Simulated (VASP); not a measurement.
Set up this calculation in VASP 6.6.1, as the native input.

```
Task                   : single point
Functional             : PBE
Potentials or basis    : VASP PAW PBE potentials, release 64 (Al)
Cutoff                 : 520 eV
k mesh                 : 18 × 18 × 6
Occupations            : gaussian, width 0.1 eV
Spin                   : no spin polarisation
Dipole correction      : no
Further INCAR settings : ALGO = Normal; EDIFF = 1e-06; NBANDS = 14
```

The structure of Al lies in POSCAR:

```
Al
1.0
    2.8546073076      0.0000000000      0.0000000000
   -1.4273036538      2.4721624462      0.0000000000
    0.0000000000      0.0000000000      9.3852790666
Al
4
Direct
    0.0000000000      0.0000000000      0.5000000000
    0.6666666667      0.3333333333      0.7500000000
    0.0000000000      0.0000000000      0.0000000000
    0.3333333333      0.6666666667      0.2500000000
```

The input as run:

INCAR

```
SYSTEM = Al
PREC     = Accurate       ! precision mode
ENCUT    = 520            ! plane-wave cutoff, eV
EDIFF    = 1E-6           ! SCF threshold, eV
ISMEAR   = 0              ! smearing method
SIGMA    = 0.1            ! smearing width, eV
LREAL    = .False.        ! projectors in reciprocal space
LASPH    = .True.         ! aspherical terms in the spheres
NELM     = 100            ! most SCF steps
ALGO     = Normal         ! electronic algorithm
ISIF     = 2              ! what is computed and relaxed
LWAVE    = .False.        ! write WAVECAR
LCHARG   = .False.        ! write CHGCAR
GGA      = PE             ! functional
NBANDS   = 14             ! bands
```

KPOINTS

```
regular mesh
0
Gamma
  18 18 6
  0 0 0
```

Potentials or basis: VASP PAW PBE potentials, release 64 (Al).

The run is started by

```bash
$ cat potpaw_PBE.64/Al/POTCAR > POTCAR
$ mpirun -np 1 vasp_std > vasp.out
```

It gave:

```json
{"Pressure": "-0.1 GPa", "Band gap on the k mesh": "zero (band 6 reaches 11.80 eV, above the bottom of band 7 at 6.43 eV)"}
```

Run time: 87 s on 1 thread of Intel(R) Xeon(R) Platinum 8259CL CPU @ 2.50GHz (Skylake/Cascade Lake), on a shared host, peak memory 0.24 GiB.
